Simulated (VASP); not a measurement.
# Ni (Fm-3m) in VASP: notebook

The runs below take Ni through single point, with PBE+U, LDA+U, PBEsol+U.

All numbers are computed with VASP 6.6.1; they aren't measurements. Logs are shortened: lines on timing, memory, paths and dates and some standing lists are left out, and cuts for length are marked.

### Step 1. The cell of the first run

Symmetry: Fm-3m, No. 225, cubic system. The conventional cell has a = 3.536 Å, b = 3.536 Å, c = 3.536 Å, α = 90.00°, β = 90.00°, γ = 90.00°. Within 3.3 Å of Ni (site symmetry m-3m) lie 12 Ni at 2.50 Å.

### Step 2. Single point, PBE+U, collinear spin, ferromagnetic start

The input, INCAR:

```
  PREC = Accurate
  ENCUT = 600
  EDIFF = 1E-6
  ISMEAR = 1
  SIGMA = 0.24
  LREAL = F
  LASPH = T
  NELM = 200
  ALGO = Normal
  ISIF = 2
  LWAVE = F
  LCHARG = F
  ISPIN = 2
  MAGMOM = 0.81
  LORBIT = 11
  LMAXMIX = 4
  LDAU = T
  LDAUTYPE = 2
  LDAUL = 2
  LDAUU = 1
  LDAUJ = 0
  LDAUPRINT = 1
  GGA = PE
  NBANDS = 15
  GGA_COMPAT = F
```

The input, KPOINTS:

```
regular mesh
0
Gamma
  3 3 3
```

The input, POSCAR:

```
Ni
1.0
    0.0000000000      1.7679500000      1.7679500000
    1.7679500000      0.0000000000      1.7679500000
    1.7679500000      1.7679500000      0.0000000000
Ni
1
Direct
    0.0000000000      0.0000000000      0.0000000000
```

Potentials or basis: VASP PAW PBE potentials, release 64 (Ni).

The run is started by

```
cat potpaw_PBE.64/Ni/POTCAR > POTCAR
mpirun -np 1 vasp_std > vasp.out
```

OUTCAR:

```text
PREC = Accurate
   ENCUT = 600
   EDIFF = 1E-6
   ISMEAR = 1
   LREAL = F
   LASPH = T
   NELM = 200
   ISIF = 2
   ISPIN = 2
   LORBIT = 11
   GGA = PE

 ion  position               nearest neighbor table
   1  0.000  0.000  0.000-

  LATTYP: Found a face centered cubic cell.
 ALAT       =     3.5359000000

  Lattice vectors:

 A1 = (   0.0000000000,   1.7679500000,   1.7679500000)
 A2 = (   1.7679500000,   0.0000000000,   1.7679500000)
 A3 = (   1.7679500000,   1.7679500000,   0.0000000000)

Analysis of symmetry for initial positions (statically):
=====================================================================
 Subroutine PRICEL returns:
 Original cell was already a primitive cell.

 Routine SETGRP: Setting up the symmetry group for a
 face centered cubic supercell.

 Subroutine GETGRP returns: Found 48 space group operations
 (whereof 48 operations were pure point group operations)
 out of a pool of 48 trial point group operations.

The static configuration has the point symmetry O_h .

Analysis of symmetry for dynamics (positions and initial velocities):
=====================================================================
 Subroutine PRICEL returns:
 Original cell was already a primitive cell.

 Routine SETGRP: Setting up the symmetry group for a
 face centered cubic supercell.

 Subroutine GETGRP returns: Found 48 space group operations
 (whereof 48 operations were pure point group operations)
 out of a pool of 48 trial point group operations.

The dynamic configuration has the point symmetry O_h .

Analysis of structural, dynamic, and magnetic symmetry:
=====================================================================
 Subroutine PRICEL returns:
 Original cell was already a primitive cell.

 Routine SETGRP: Setting up the symmetry group for a
 face centered cubic supercell.

 Subroutine GETGRP returns: Found 48 space group operations
 (whereof 48 operations were pure point group operations)
 out of a pool of 48 trial point group operations.

The overall configuration has the point symmetry O_h .

 Subroutine INISYM returns: Found 48 space group operations
 (whereof 48 operations are pure point group operations),
 and found     1 'primitive' translations

----------------------------------------------------------------------------------------

                                     Primitive cell

  volume of cell :      11.0520

  direct lattice vectors                    reciprocal lattice vectors
     0.000000000  1.767950000  1.767950000    -0.282813428  0.282813428  0.282813428
     1.767950000  0.000000000  1.767950000     0.282813428 -0.282813428  0.282813428
     1.767950000  1.767950000  0.000000000     0.282813428  0.282813428 -0.282813428

  length of vectors
     2.500258868  2.500258868  2.500258868     0.489847226  0.489847226  0.489847226

  position of ions in fractional coordinates (direct lattice)
     0.000000000  0.000000000  0.000000000

  ion indices of the primitive-cell ions
   primitive index   ion index
                 1           1

----------------------------------------------------------------------------------------

 KPOINTS: regular mesh

Automatic generation of k-mesh.
 Grid dimensions read from file:
 generate k-points for:    3    3    3

 Generating k-lattice:

  Cartesian coordinates                     Fractional coordinates (reciprocal lattice)
    -0.094271143  0.094271143  0.094271143     0.333333333  0.000000000  0.000000000
     0.094271143 -0.094271143  0.094271143     0.000000000  0.333333333  0.000000000
     0.094271143  0.094271143 -0.094271143     0.000000000  0.000000000  0.333333333

  Length of vectors
     0.163282409  0.163282409  0.163282409

  Shift w.r.t. Gamma in fractional coordinates (k-lattice)
     0.000000000  0.000000000  0.000000000

 Subroutine IBZKPT returns following result:
 ===========================================

 Found      4 irreducible k-points:

 Following reciprocal coordinates:
            Coordinates               Weight
  0.000000  0.000000  0.000000      1.000000
  0.333333  0.000000  0.000000      8.000000
  0.333333  0.333333  0.000000      6.000000
 -0.333333  0.333333  0.000000     12.000000
   k-points           NKPTS =      4   k-points in BZ     NKDIM =      4   number of bands    NBANDS=     15
   number of dos      NEDOS =    301   number of ions     NIONS =      1
   total plane-waves  NPLWV =   8000
   dimension x,y,z NGX =    20 NGY =   20 NGZ =   20
   dimension x,y,z NGXF=    40 NGYF=   40 NGZF=   40
   ions per type =               1
   NGX,Y,Z   is equivalent  to a cutoff of  13.30, 13.30, 13.30 a.u.
   NGXF,Y,Z  is equivalent  to a cutoff of  26.60, 26.60, 26.60 a.u.
 SYSTEM =  unknown system
   PREC   = accura    normal or accurate (medium, high low for compatibility)
   ISTART =      0    job   : 0-new  1-cont  2-samecut
   ICHARG =      2    charge: 1-file 2-atom 10-const
   ISPIN  =      2    spin polarized calculation?
   LNONCOLLINEAR =      F non collinear calculations
   LSORBIT =      F    spin-orbit coupling
   LASPH  =      T    aspherical Exc in radial PAW
   ENCUT  =  600.0 eV  44.10 Ry    6.64 a.u.   4.99  4.99  4.99*2*pi/ulx,y,z
   NELM   =    200;   NELMIN=  2; NELMDL= -5     # of ELM steps
   EDIFF  = 0.1E-05   stopping-criterion for ELM
   LREAL  =      F    real-space projection
   EDIFFG = 0.1E-04   stopping-criterion for IOM
   NSW    =      0    number of steps for IOM
   IBRION =     -1    ionic relax: 0-MD 1-quasi-New 2-CG
   NFREE  =      0    steps in history (QN), initial steepest desc. (CG)
   ISIF   =      2    stress and relaxation
   ISYM   =      2    0-nonsym 1-usesym 2-fastsym
   POTIM  = 0.5000    time-step for ionic-motion
   TEBEG  =    0.0;   TEEND  =   0.0 temperature during run
   PSTRESS=    0.0 pullay stress
   NELECT =      10.0000    total number of electrons
   NUPDOWN=      -1.0000    fix difference up-down
   EMIN   =  10.00;   EMAX   =-10.00  energy-range for DOS
   EFERMI =   0.00;   METHOD = LEGACY
   ISMEAR =     1;   SIGMA  =   0.24  broadening in eV -4-tet -1-fermi 0-gaus
   EFERMI_NEDOS =   21; number of points for ismear=-14 and -15
   IALGO  =     38    algorithm
   IMIX   =      4    mixing-type and parameters
     AMIX     =   0.40;   BMIX     =  1.00
     AMIX_MAG =   1.60;   BMIX_MAG =  1.00
[... 21 lines left out ...]
atom =   1  type =  1  l = 2

 onsite density matrix

spin component  1

  0.9344 -0.0000  0.0000 -0.0000  0.0000
 -0.0000  0.9344 -0.0000 -0.0000 -0.0000
  0.0000 -0.0000  0.9456  0.0000 -0.0000
 -0.0000 -0.0000  0.0000  0.9344  0.0000
  0.0000 -0.0000 -0.0000  0.0000  0.9456

spin component  2

  0.5689 -0.0000  0.0000 -0.0000 -0.0000
 -0.0000  0.5689 -0.0000 -0.0000  0.0000
  0.0000 -0.0000  0.9123 -0.0000 -0.0000
 -0.0000 -0.0000 -0.0000  0.5689  0.0000
 -0.0000  0.0000 -0.0000  0.0000  0.9123

 occupancies and eigenvectors

  o =  0.5689  v =  0.0000  0.0000  0.0000  0.0000  0.0000  0.0000  0.6910  0.0000 -0.7228  0.0000      0.0000  0.0000  0.0000  0.0000  0.0000  0.0000  0.0000  0.0000  0.0000  0.0000
  o =  0.5689  v =  0.0000  0.0000  0.0000  0.0000  0.0000  0.0000 -0.7228 -0.0000 -0.6910  0.0000      0.0000  0.0000  0.0000  0.0000  0.0000  0.0000  0.0000  0.0000  0.0000  0.0000
  o =  0.5689  v =  0.0000  0.0000  0.0000  0.0000  0.0000  1.0000  0.0000  0.0000  0.0000  0.0000      0.0000  0.0000  0.0000  0.0000  0.0000  0.0000  0.0000  0.0000  0.0000  0.0000
  o =  0.9123  v =  0.0000  0.0000  0.0000  0.0000  0.0000  0.0000  0.0000 -1.0000  0.0000  0.0000      0.0000  0.0000  0.0000  0.0000  0.0000  0.0000  0.0000  0.0000  0.0000  0.0000
  o =  0.9123  v =  0.0000  0.0000  0.0000  0.0000  0.0000  0.0000  0.0000  0.0000  0.0000  1.0000      0.0000  0.0000  0.0000  0.0000  0.0000  0.0000  0.0000  0.0000  0.0000  0.0000
  o =  0.9344  v =  0.0000 -0.6696 -0.0000  0.7427  0.0000  0.0000  0.0000  0.0000  0.0000  0.0000      0.0000  0.0000  0.0000  0.0000  0.0000  0.0000  0.0000  0.0000  0.0000  0.0000
  o =  0.9344  v =  0.0000 -0.7427 -0.0000 -0.6696 -0.0000  0.0000  0.0000  0.0000  0.0000  0.0000      0.0000  0.0000  0.0000  0.0000  0.0000  0.0000  0.0000  0.0000  0.0000  0.0000
  o =  0.9344  v =  1.0000  0.0000  0.0000  0.0000  0.0000  0.0000  0.0000  0.0000  0.0000  0.0000      0.0000  0.0000  0.0000  0.0000  0.0000  0.0000  0.0000  0.0000  0.0000  0.0000
  o =  0.9456  v =  0.0000 -0.0000  1.0000  0.0000  0.0000  0.0000  0.0000  0.0000  0.0000  0.0000      0.0000  0.0000  0.0000  0.0000  0.0000  0.0000  0.0000  0.0000  0.0000  0.0000
  o =  0.9456  v =  0.0000  0.0000 -0.0000 -0.0000  1.0000  0.0000  0.0000  0.0000  0.0000  0.0000      0.0000  0.0000  0.0000  0.0000  0.0000  0.0000  0.0000  0.0000  0.0000  0.0000

 number of electron      10.0000009 magnetization       1.1110573

 Free energy of the ion-electron system (eV)
  ---------------------------------------------------
  ext. energy  EPLUGINS =         0.00000000
  ---------------------------------------------------
  free energy    TOTEN  =        -4.74071439 eV

  energy without entropy =       -4.72974289  energy(sigma->0) =       -4.73705722

 E-fermi :   8.7817     XC(G=0): -13.1924

 val. band max:        8.7538746677   @ k =   0.3333   0.0000   0.0000
 cond. band min:       8.9431739413   @ k =   0.3333   0.3333   0.0000
 fundamental gap:      0.1892992736
 Fermi energy:         8.7816960255

 spin component 1

 k-point     1 :       0.0000    0.0000    0.0000
  band No.  band energies     occupation
      1       0.2316      1.00000
      2       5.7222      1.00000
      3       5.7222      1.00000
      4       5.7222      1.00000
      5       7.1269      1.00000
      6       7.1269      1.00000
      7      32.7557      0.00000
      8      36.4967      0.00000
      9      36.4967      0.00000
     10      36.4967      0.00000
     11      38.5956      0.00000
     12      38.5956      0.00000
     13      38.5956      0.00000
     14      42.4413      0.00000
     15      48.3323      0.00000
[... 37 lines left out ...]
 k-point     4 :      -0.3333    0.3333    0.0000
  band No.  band energies     occupation
      1       4.6839      1.00000
      2       5.1915      1.00000
      3       5.6998      1.00000
      4       7.0455      1.00000
      5       7.1401      1.00000
      6      13.4658     -0.00000
      7      16.2113      0.00000
      8      19.2868      0.00000
      9      27.5692      0.00000
     10      30.6388      0.00000
     11      44.8994      0.00000
     12      45.2562      0.00000
     13      45.8948      0.00000
     14      50.0184      0.00000
     15      50.8972      0.00000
 Fermi energy:         8.7816960255

 spin component 2

 k-point     1 :       0.0000    0.0000    0.0000
  band No.  band energies     occupation
      1       0.2424      1.00000
      2       7.5570      1.00000
      3       7.5570      1.00000
      4       7.5571      1.00000
      5       7.9362      1.00000
      6       7.9363      1.00000
      7      32.5464      0.00000
      8      36.4594      0.00000
      9      36.4594      0.00000
     10      36.4594      0.00000
     11      39.4073      0.00000
     12      39.4074      0.00000
     13      39.4074      0.00000
     14      42.3335      0.00000
     15      48.7910      0.00000
[... 37 lines left out ...]
 k-point     4 :      -0.3333    0.3333    0.0000
  band No.  band energies     occupation
      1       5.7065      1.00000
      2       6.1508      1.00000
      3       7.2507      1.00000
      4       7.8276      1.00000
      5       9.1277     -0.03015
      6      14.0328      0.00000
      7      16.7541      0.00000
      8      19.5961      0.00000
      9      27.7278      0.00000
     10      30.9365      0.00000
     11      45.2515      0.00000
     12      45.6023      0.00000
     13      45.8383      0.00000
     14      50.2616      0.00000
     15      51.7168      0.00000

------------------------ aborting loop because EDIFF is reached ----------------------------------------

  FORCE on cell =-STRESS in cart. coord.  units (eV):
  Direction    XX          YY          ZZ          XY          YZ          ZX
  --------------------------------------------------------------------------------------
  -------------------------------------------------------------------------------------
  Total        0.3091139      0.3091139      0.3091139     -0.0000000     -0.0000000     -0.0000000
  in kB       44.8114644     44.8114644     44.8114644     -0.0000000     -0.0000000     -0.0000000
  external PRESSURE =      44.8114644 kB  Pullay stress =       0.0000000 kB

 VOLUME and BASIS-vectors are now :
 -----------------------------------------------------------------------------
  energy-cutoff  :      600.00
  volume of cell :       11.05
      direct lattice vectors                 reciprocal lattice vectors
     0.000000000  1.767950000  1.767950000    -0.282813428  0.282813428  0.282813428
     1.767950000  0.000000000  1.767950000     0.282813428 -0.282813428  0.282813428
     1.767950000  1.767950000  0.000000000     0.282813428  0.282813428 -0.282813428

 POSITION                                       TOTAL-FORCE (eV/Angst)
 -----------------------------------------------------------------------------------
      0.00000      0.00000      0.00000         0.000000      0.000000     -0.000000
 -----------------------------------------------------------------------------------
    total drift:                               -0.000000     -0.000000     -0.000000

  FREE ENERGIE OF THE ION-ELECTRON SYSTEM (eV)
  ---------------------------------------------------
  free  energy   TOTEN  =        -4.7407143870 eV

  energy  without entropy=       -4.7297428929  energy(sigma->0) =       -4.73705722

 total charge

# of ion       s       p       d       tot
------------------------------------------
    1        0.528   0.541   8.203   9.273

 magnetization (x)

# of ion       s       p       d       tot
------------------------------------------
    1       -0.006  -0.034   1.165   1.125
```

Wall time 5.5 s (1 thread of AMD EPYC 7R13 (Zen 3), shared host); peak memory 0.1 GiB.

Results:

```yaml
Free_energy: -4.7407 eV
Pressure: 4.5 GPa
Net_moment: 1.11 μB per cell
Site_moments: Ni +1.12 μB
Valence_electrons_inside_the_program's_atomic_spheres: Ni 9.27
```

Eigenvalues of the final occupation matrices:
```tsv
site	spin	trace	eigenvalues
site 1 d	1	4.69	0.93 0.93 0.93 0.95 0.95
site 1 d	2	3.53	0.57 0.57 0.57 0.91 0.91
```

Caveat: the k points lie up to 1.03 Å⁻¹ apart; the U is typed as a test and isn't derived for this compound. The state reached can hang on the start; a lower one may exist.

(Part 1 of 2 ends here.)
